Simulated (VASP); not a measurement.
# CdH2O2 (P-3m1) in VASP: further runs

The runs below take CdH2O2 through single point, with PBEsol.

Everything below comes from runs of VASP 6.6.1. Logs are shortened: lines on timing, memory, paths and dates and some standing lists are left out, and cuts for length are marked.

### Step 1. The cell of the first run

It takes space group P-3m1 (No. 164, trigonal). Conventional cell: a = 3.516 Å, b = 3.516 Å, c = 4.643 Å, α = 90.00°, β = 90.00°, γ = 120.00°. Within 3.1 Å of Cd (site symmetry -3m) lie 6 O at 2.32 Å and 6 H at 2.91 Å. H (site symmetry 3m) has 1 O at 0.97 Å within 1.3 Å. Within 1.3 Å of O (site symmetry 3m) lie 1 H at 0.97 Å.

### Step 2. Single point, PBEsol

INCAR

```
PREC     = Accurate       # precision mode
ENCUT    = 520            # plane-wave cutoff, eV
EDIFF    = 1E-6           # SCF threshold, eV
ISMEAR   = 0              # smearing method
SIGMA    = 0.01           # smearing width, eV
LREAL    = F              # projectors in reciprocal space
LASPH    = T              # aspherical terms in the spheres
NELM     = 100            # most SCF steps
ALGO     = Normal         # electronic algorithm
ISIF     = 2              # what is computed and relaxed
LWAVE    = F              # write WAVECAR
LCHARG   = F              # write CHGCAR
GGA      = PS             # functional
NBANDS   = 21             # bands
```

KPOINTS

```
regular mesh
0
Gamma
  6 6 4
```

POSCAR

```
CdH2O2
1.0
    3.5155259600      0.0000000000      0.0000000000
   -1.7577629800      3.0445347900      0.0000000000
    0.0000000000      0.0000000000      4.6429792900
Cd H O
1 2 2
Direct
    0.0000000000      0.0000000000      0.0000000000
    0.6666666667      0.3333333333      0.5509607200
    0.3333333333      0.6666666667      0.4490392800
    0.6666666667      0.3333333333      0.7593720000
    0.3333333333      0.6666666667      0.2406280000
```

Potentials or basis: VASP PAW PBE potentials, release 64 (Cd, H, O).

Started as:

```
> cat potpaw_PBE.64/Cd/POTCAR potpaw_PBE.64/H/POTCAR potpaw_PBE.64/O/POTCAR > POTCAR
> mpirun -np 1 vasp_std > vasp.out
```

OUTCAR:

```text
PREC = Accurate
   ENCUT = 520
   EDIFF = 1E-6
   ISMEAR = 0
   LREAL = F
   LASPH = T
   NELM = 100
   ISIF = 2
   GGA = PS

 ion  position               nearest neighbor table
   1  0.000  0.000  0.000-   4 2.32   5 2.32   4 2.32   5 2.32   4 2.32   5 2.32
   2  0.667  0.333  0.551-   4 0.97
   3  0.333  0.667  0.449-   5 0.97
   4  0.667  0.333  0.759-   2 0.97   1 2.32   1 2.32   1 2.32
   5  0.333  0.667  0.241-   3 0.97   1 2.32   1 2.32   1 2.32

  LATTYP: Found a hexagonal cell.
 ALAT       =     3.5155259600
 C/A-ratio  =     1.3207068708

  Lattice vectors:

 A1 = (   3.5155259600,   0.0000000000,   0.0000000000)
 A2 = (  -1.7577629800,   3.0445347900,   0.0000000000)
 A3 = (   0.0000000000,   0.0000000000,   4.6429792900)

Analysis of symmetry for initial positions (statically):
=====================================================================
 Subroutine PRICEL returns:
 Original cell was already a primitive cell.

 Routine SETGRP: Setting up the symmetry group for a
 hexagonal supercell.

 Subroutine GETGRP returns: Found 12 space group operations
 (whereof 12 operations were pure point group operations)
 out of a pool of 24 trial point group operations.

The static configuration has the point symmetry D_3d.

Analysis of symmetry for dynamics (positions and initial velocities):
=====================================================================
 Subroutine PRICEL returns:
 Original cell was already a primitive cell.

 Routine SETGRP: Setting up the symmetry group for a
 hexagonal supercell.

 Subroutine GETGRP returns: Found 12 space group operations
 (whereof 12 operations were pure point group operations)
 out of a pool of 24 trial point group operations.

The dynamic configuration has the point symmetry D_3d.

 Subroutine INISYM returns: Found 12 space group operations
 (whereof 12 operations are pure point group operations),
 and found     1 'primitive' translations

----------------------------------------------------------------------------------------

                                     Primitive cell

  volume of cell :      49.6945

  direct lattice vectors                    reciprocal lattice vectors
     3.515525960  0.000000000  0.000000000     0.284452458  0.164228703  0.000000000
    -1.757762980  3.044534790  0.000000000     0.000000000  0.328457406  0.000000000
     0.000000000  0.000000000  4.642979290     0.000000000  0.000000000  0.215378949

  length of vectors
     3.515525960  3.515525961  4.642979290     0.328457406  0.328457406  0.215378949

  position of ions in fractional coordinates (direct lattice)
     0.000000000  0.000000000  0.000000000
     0.666666667  0.333333333  0.550960720
     0.333333333  0.666666667  0.449039280
     0.666666667  0.333333333  0.759372000
     0.333333333  0.666666667  0.240628000

  ion indices of the primitive-cell ions
   primitive index   ion index
                 1           1
                 2           2
                 3           3
                 4           4
                 5           5

----------------------------------------------------------------------------------------

 KPOINTS: regular mesh

Automatic generation of k-mesh.
 Grid dimensions read from file:
 generate k-points for:    6    6    4

 Generating k-lattice:

  Cartesian coordinates                     Fractional coordinates (reciprocal lattice)
     0.047408743  0.027371451  0.000000000     0.166666667  0.000000000  0.000000000
     0.000000000  0.054742901  0.000000000     0.000000000  0.166666667  0.000000000
     0.000000000  0.000000000  0.053844737     0.000000000  0.000000000  0.250000000

  Length of vectors
     0.054742901  0.054742901  0.053844737

  Shift w.r.t. Gamma in fractional coordinates (k-lattice)
     0.000000000  0.000000000  0.000000000

 Subroutine IBZKPT returns following result:
 ===========================================

 Found     24 irreducible k-points:

 Following reciprocal coordinates:
            Coordinates               Weight
  0.000000  0.000000  0.000000      1.000000
  0.166667  0.000000  0.000000      6.000000
  0.333333  0.000000  0.000000      6.000000
  0.500000  0.000000  0.000000      3.000000
  0.166667  0.166667  0.000000      6.000000
  0.333333  0.166667  0.000000     12.000000
[... 16 lines left out ...]
  0.333333  0.166667  0.500000     12.000000
  0.333333  0.333333  0.500000      2.000000
   k-points           NKPTS =     24   k-points in BZ     NKDIM =     24   number of bands    NBANDS=     21
   number of dos      NEDOS =    301   number of ions     NIONS =      5
   total plane-waves  NPLWV =  28224
   dimension x,y,z NGX =    28 NGY =   28 NGZ =   36
   dimension x,y,z NGXF=    56 NGYF=   56 NGZF=   72
   ions per type =               1   2   2
   NGX,Y,Z   is equivalent  to a cutoff of  13.24, 13.24, 12.89 a.u.
   NGXF,Y,Z  is equivalent  to a cutoff of  26.48, 26.48, 25.78 a.u.
 SYSTEM =  unknown system
   PREC   = accura    normal or accurate (medium, high low for compatibility)
   ISTART =      0    job   : 0-new  1-cont  2-samecut
   ICHARG =      2    charge: 1-file 2-atom 10-const
   ISPIN  =      1    spin polarized calculation?
   LNONCOLLINEAR =      F non collinear calculations
   LSORBIT =      F    spin-orbit coupling
   LASPH  =      T    aspherical Exc in radial PAW
   ENCUT  =  520.0 eV  38.22 Ry    6.18 a.u.   6.54  6.54  8.63*2*pi/ulx,y,z
   NELM   =    100;   NELMIN=  2; NELMDL= -5     # of ELM steps
   EDIFF  = 0.1E-05   stopping-criterion for ELM
   LREAL  =      F    real-space projection
   EDIFFG = 0.1E-04   stopping-criterion for IOM
   NSW    =      0    number of steps for IOM
   IBRION =     -1    ionic relax: 0-MD 1-quasi-New 2-CG
   NFREE  =      0    steps in history (QN), initial steepest desc. (CG)
   ISIF   =      2    stress and relaxation
   ISYM   =      2    0-nonsym 1-usesym 2-fastsym
   POTIM  = 0.5000    time-step for ionic-motion
   TEBEG  =    0.0;   TEEND  =   0.0 temperature during run
   PSTRESS=    0.0 pullay stress
   NELECT =      26.0000    total number of electrons
   NUPDOWN=      -1.0000    fix difference up-down
   EMIN   =  10.00;   EMAX   =-10.00  energy-range for DOS
   EFERMI =   0.00;   METHOD = LEGACY
   ISMEAR =     0;   SIGMA  =   0.01  broadening in eV -4-tet -1-fermi 0-gaus
   EFERMI_NEDOS =   21; number of points for ismear=-14 and -15
   IALGO  =     38    algorithm
   IMIX   =      4    mixing-type and parameters
     AMIX     =   0.40;   BMIX     =  1.00
     AMIX_MAG =   1.60;   BMIX_MAG =  1.00
  volume/ion in A,a.u.               =       9.94        67.07
  Fermi-wavevector in a.u.,A,eV,Ry     =   1.319157  2.492846 23.676535  1.740176
  Thomas-Fermi vector in A             =   2.449076
   LORBIT       =      0    0 simple, 1 ext, 2 COOP (PROOUT), +10 PAW based schemes
   GGA     = PS    functional components
   LHFCALC =     F    Hartree Fock is set to
   AEXX    =    0.0000 exact exchange contribution
   IVDW    =     0    specifies the selected vdW correction
   LEPSILON=     F    determine dielectric tensor
   LRPA    =     F    only Hartree local field effects (RPA)
 non-spin polarized calculation
 Gauss-broadening in eV      SIGMA  =   0.01
  energy-cutoff  :      520.00
  volume of cell :       49.69
 maximum number of plane-waves:      1385
 NGX is ok and might be reduce to    28
   NGX = 13   NGY = 13   NGZ = 17

 number of electron      25.9999986 magnetization

 Free energy of the ion-electron system (eV)
  ---------------------------------------------------
  ext. energy  EPLUGINS =         0.00000000
  ---------------------------------------------------
  free energy    TOTEN  =       -23.46922314 eV

  energy without entropy =      -23.46922314  energy(sigma->0) =      -23.46922314

 E-fermi :   0.0171     XC(G=0): -10.2201

 val. band max:       -0.1181317055   @ k =   0.5000   0.0000   0.0000
 cond. band min:       1.4853975031   @ k =   0.0000   0.0000   0.0000
 fundamental gap:      1.6035292086
 Fermi energy:         0.0171112851

 k-point     1 :       0.0000    0.0000    0.0000
  band No.  band energies     occupation
      1     -18.6280      2.00000
      2     -17.6012      2.00000
      3      -7.7472      2.00000
      4      -6.5105      2.00000
      5      -6.5105      2.00000
      6      -5.7599      2.00000
[... 13 lines left out ...]
     20      14.6147      0.00000
     21      17.0280      0.00000

 k-point     2 :       0.1667    0.0000    0.0000
  band No.  band energies     occupation
      1     -18.5226      2.00000
      2     -17.6438      2.00000
      3      -7.4971      2.00000
      4      -6.5458      2.00000
      5      -6.4004      2.00000
      6      -5.8476      2.00000
[... 13 lines left out ...]
     20      14.9183      0.00000
     21      16.0374      0.00000

 k-point     3 :       0.3333    0.0000    0.0000
  band No.  band energies     occupation
      1     -18.2752      2.00000
      2     -17.7609      2.00000
      3      -7.0514      2.00000
      4      -6.4141      2.00000
      5      -6.2547      2.00000
      6      -6.1057      2.00000
[... 13 lines left out ...]
     20      13.4287      0.00000
     21      14.8168      0.00000
[... 457 lines left out ...]
 k-point    23 :       0.3333    0.1667    0.5000
  band No.  band energies     occupation
      1     -18.0629      2.00000
      2     -17.8864      2.00000
      3      -7.1297      2.00000
      4      -6.4690      2.00000
      5      -6.2314      2.00000
      6      -6.0450      2.00000
[... 13 lines left out ...]
     20      14.7733      0.00000
     21      15.7421      0.00000

 k-point    24 :       0.3333    0.3333    0.5000
  band No.  band energies     occupation
      1     -17.9556      2.00000
      2     -17.9556      2.00000
      3      -6.7544      2.00000
      4      -6.7544      2.00000
      5      -6.1335      2.00000
      6      -6.1335      2.00000
[... 13 lines left out ...]
     20      16.2260      0.00000
     21      16.8404      0.00000

------------------------ aborting loop because EDIFF is reached ----------------------------------------

  FORCE on cell =-STRESS in cart. coord.  units (eV):
  Direction    XX          YY          ZZ          XY          YZ          ZX
  --------------------------------------------------------------------------------------
  -------------------------------------------------------------------------------------
  Total       -0.2752126     -0.2752126      0.7890571      0.0000000      0.0000000      0.0000000
  in kB       -8.8730074     -8.8730074     25.4396442      0.0000000      0.0000000      0.0000000
  external PRESSURE =       2.5645432 kB  Pullay stress =       0.0000000 kB

 VOLUME and BASIS-vectors are now :
 -----------------------------------------------------------------------------
  energy-cutoff  :      520.00
  volume of cell :       49.69
      direct lattice vectors                 reciprocal lattice vectors
     3.515525960  0.000000000  0.000000000     0.284452458  0.164228703  0.000000000
    -1.757762980  3.044534790  0.000000000     0.000000000  0.328457406  0.000000000
     0.000000000  0.000000000  4.642979290     0.000000000  0.000000000  0.215378949

 POSITION                                       TOTAL-FORCE (eV/Angst)
 -----------------------------------------------------------------------------------
      0.00000      0.00000      0.00000        -0.000000      0.000000      0.000000
      1.75776      1.01484      2.55810        -0.000000      0.000000     -0.621958
     -0.00000      2.02969      2.08488        -0.000000     -0.000000      0.621958
      1.75776      1.01484      3.52575         0.000000      0.000000      0.712173
     -0.00000      2.02969      1.11723        -0.000000      0.000000     -0.712173
 -----------------------------------------------------------------------------------
    total drift:                                0.000000     -0.000000      0.000000

  FREE ENERGIE OF THE ION-ELECTRON SYSTEM (eV)
  ---------------------------------------------------
  free  energy   TOTEN  =       -23.4692231427 eV

  energy  without entropy=      -23.4692231427  energy(sigma->0) =      -23.46922314
```

It took 15 s on 1 thread of Intel Xeon Platinum 8488C (Sapphire Rapids), shared host; peak memory 0.18 GiB.

Results:

| Quantity | Value |
| --- | --- |
| Free energy | -23.4692 eV |
| Pressure | 0.3 GPa |
| Largest force | 0.712 eV/Å |
| Band gap on the k mesh | 1.60 eV, indirect (least direct gap 1.95 eV) |

Forces on the atoms (eV/Å):
```
Cd   0.000  0.000  0.000
H    0.000  0.000 -0.622
H    0.000  0.000  0.622
O    0.000  0.000  0.712
O    0.000  0.000 -0.712
```

Caveat: the PAW data sets were made with another functional, which shifts forces and pressure a little.

(Part 1 of 2 ends here.)
